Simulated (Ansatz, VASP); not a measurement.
**One calculation of Sn4C, two programs**

```
Sn C
1.0
    -3.40067    3.40067    3.40067
     3.40067   -3.40067    3.40067
     3.40067    3.40067   -3.40067
Sn C
4 1
Direct
  0.34960 0.34960 0.34960
  0.65040 0.00000 0.00000
  0.00000 0.00000 0.65040
  0.00000 0.65040 0.00000
  0.00000 0.00000 0.00000
```

Change from the starting cell: species swapped into the GeF4 type (I-43m, No. 217).

Alike in both runs: task relaxation of cell and atoms; functional PBE; k mesh 4 × 4 × 4; occupations gaussian, width 0.1 eV; no spin polarisation.

|  | VASP | Ansatz |
| --- | --- | --- |
| version | VASP 6.6.1 | Ansatz 0.2.0 |
| potentials or method | VASP PAW PBE potentials, release 64 (Sn_d, C), cutoff 600 eV | scalar-relativistic, plane waves, PAW |
| valence electrons in the cell | 60 | 60 |

|  | VASP | Ansatz | Ansatz less VASP |
| --- | --- | --- | --- |
| gap on the k mesh at the Fermi level, each at its own relaxed structure (eV) | none | none | - |
| relaxed volume (Å³/atom) | 26.70 | 26.73 | +0.035 |
| relaxed cell length with the largest relative difference (Å) | 5.576 | 5.579 | +0.0024 |

A gap of «none» marks a metal or a gap that the smearing closes.

Noted on VASP's run: the volume moved by over 15 % at a fixed basis, so the end points are rough.
